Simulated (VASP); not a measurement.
Here is a VASP 6.6.1 calculation.

INCAR

```
PREC = Accurate ; ENCUT = 520
EDIFF = 1E-6 ; ISMEAR = 0
SIGMA = 0.05 ; LREAL = F
LASPH = T ; NELM = 80
ALGO = Normal ; ISIF = 2
LWAVE = F ; LCHARG = T
GGA = PS ; LELF = T
LVHAR = T ; NBANDS = 13
```

File KPOINTS:

```
Automatic mesh
0
Gamma
  16 16 16
```

File POSCAR:

```
Pb
1.0
    0.0000000000      2.3975152827      2.3975152827
    2.3975152827      0.0000000000      2.3975152827
    2.3975152827      2.3975152827      0.0000000000
Pb
1
Direct
    0.0000000000      0.0000000000      0.0000000000
```

Potentials or basis: VASP PAW PBE potentials, release 64 (Pb_d).

Run with:

```console
$ cat potpaw_PBE.64/Pb_d/POTCAR > POTCAR
$ mpirun -np 1 vasp_std > vasp.out
```

Q: Predict the band gap on the k mesh.

A: Zero (band 7 reaches 16.40 eV, above the bottom of band 8 at 6.31 eV).

Q: Estimate the pressure.

A: 5.0 GPa.

Caveat: the PAW data sets were made with another functional, which shifts forces and pressure a little; spin-orbit coupling is left out, which moves the levels of the heavy elements.
